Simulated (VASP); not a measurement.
Here is a VASP 6.6.1 calculation.

The input INCAR:

```
SYSTEM = AlRu
ALGO     = Normal         ! electronic algorithm
EDIFF    = 1E-7           ! SCF threshold, eV
EDIFFG   = -0.01          ! ionic threshold
ENCUT    = 600            ! plane-wave cutoff, eV
GGA      = PS             ! functional
IBRION   = 2              ! ionic algorithm
ISIF     = 3              ! what is computed and relaxed
ISMEAR   = -1             ! smearing method
LASPH    = .True.         ! aspherical terms in the spheres
LCHARG   = .False.        ! write CHGCAR
LREAL    = .False.        ! projectors in reciprocal space
LWAVE    = .False.        ! write WAVECAR
NELM     = 60             ! most SCF steps
NSW      = 80             ! ionic steps
PREC     = Accurate       ! precision mode
SIGMA    = 0.1            ! smearing width, eV
```

File KPOINTS:

```
k-points
0
Gamma
  11 11 11
  0 0 0
```

File POSCAR:

```
AlRu
1.0
    2.9916000000      0.0000000000      0.0000000000
    0.0000000000      2.9916000000      0.0000000000
    0.0000000000      0.0000000000      2.9916000000
Al Ru
1 1
Direct
    0.0000000000      0.0000000000      0.0000000000
    0.5000000000      0.5000000000      0.5000000000
```

Potentials or basis: VASP PAW PBE potentials, release 64 (Al, Ru_pv).

Launch:

```console
$ cat potpaw_PBE.64/Al/POTCAR potpaw_PBE.64/Ru_pv/POTCAR > POTCAR
$ mpirun -np 1 vasp_std > vasp.out
```

Problem. Predict the space group after relaxing (to 0.1 Å).

Solution. Pm-3m (No. 221).

Problem. What does it give for the relaxed cell?

Solution. a = 2.978 Å, b = 2.978 Å, c = 2.978 Å, α = 90.00°, β = 90.00°, γ = 90.00°.

Step by step:
```tsv
step	energy change (eV)	largest force (eV/Å)	pressure (GPa)	volume (Å³)
1	0.0000	0.0000	-3.00	26.77
2	0.0056	0.0000	5.16	25.82
3	-0.0036	0.0000	-0.01	26.40
```

Caveat: the PAW data sets were made with another functional, which shifts forces and pressure a little.
